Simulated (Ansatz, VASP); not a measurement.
**Two plane-wave programs on Zn**

File INCAR:

```
PREC = Accurate
ENCUT = 600
EDIFF = 1E-7
ISMEAR = -1
SIGMA = 0.1
LREAL = F
LASPH = T
NELM = 100
ALGO = Normal
ISIF = 3
LWAVE = F
LCHARG = F
GGA = B5
ALDAX = 1.0
AGGAX = 1.0
AGGAC = 1.0
ALDAC = 0.0
IBRION = 2
NSW = 80
EDIFFG = -0.01
```

The input KPOINTS:

```
regular mesh
0
Gamma
  5 5 5
```

POSCAR

```
Zn
1.0
    4.9553948694      0.0000000000      0.0000000000
    0.0000000000      4.9553948694      0.0000000000
    0.0000000000      0.0000000000      4.9553948694
Zn
8
Direct
    0.0000000000      0.0000000000      0.0000000000
    0.5000000000      0.5000000000      0.5000000000
    0.2500000000      0.0000000000      0.5000000000
    0.7500000000      0.0000000000      0.5000000000
    0.5000000000      0.2500000000      0.0000000000
    0.5000000000      0.7500000000      0.0000000000
    0.0000000000      0.5000000000      0.2500000000
    0.0000000000      0.5000000000      0.7500000000
```

Input for Ansatz:

```yaml
crystal:
  lattice:
    - [4.9553948694, 0.0, 0.0]
    - [0.0, 4.9553948694, 0.0]
    - [0.0, 0.0, 4.9553948694]
  atoms:
    - { symbol: Zn, position: [0.0, 0.0, 0.0] }
    - { symbol: Zn, position: [0.5, 0.5, 0.5] }
    - { symbol: Zn, position: [0.25, 0.0, 0.5] }
    - { symbol: Zn, position: [0.75, 0.0, 0.5] }
    - { symbol: Zn, position: [0.5, 0.25, 0.0] }
    - { symbol: Zn, position: [0.5, 0.75, 0.0] }
    - { symbol: Zn, position: [0.0, 0.5, 0.25] }
    - { symbol: Zn, position: [0.0, 0.5, 0.75] }
hamiltonian:
  xc: blyp
  pseudopotentials:
    kind: paw
    azcp:
      Zn: "pseudopotentials/Zn.paw.azcp"
basis:
  ecutwfc: 420
  fft_grid_basis: typed
kpoints:
  mp_grid: { grid: [5, 5, 5], shift: [0, 0, 0] }
magnetization:
  spin_polarized: false
scf:
  occupations: { method: fermi_dirac, width: 0.1 }
relax:
  max_steps: 60
  f_tol: 0.01
  cell: {}
```

Alike in both runs: task relaxation of cell and atoms; functional BLYP; k mesh 5 × 5 × 5; occupations fermi-dirac, width 0.1 eV; no spin polarisation.

|  | VASP | Ansatz |
| --- | --- | --- |
| version | VASP 6.6.1 | Ansatz 0.2.0 |
| potentials or method | VASP PAW PBE potentials, release 64 (Zn), cutoff 600 eV | plane waves (420 eV) with PAW, scalar-relativistic |
| valence electrons in the cell | 96 | 96 |

Ansatz gave:

| Property | Result |
| --- | --- |
| relaxed volume (Å³/atom) | 17.05 |
| relaxed cell length with the largest relative difference (Å) | 5.148 |

Problem. Estimate VASP's values.

Solution. Relaxed volume (Å³/atom): 17.12; relaxed cell length with the largest relative difference (Å): 5.155.

VASP's potentials were made for PBE, not for BLYP.
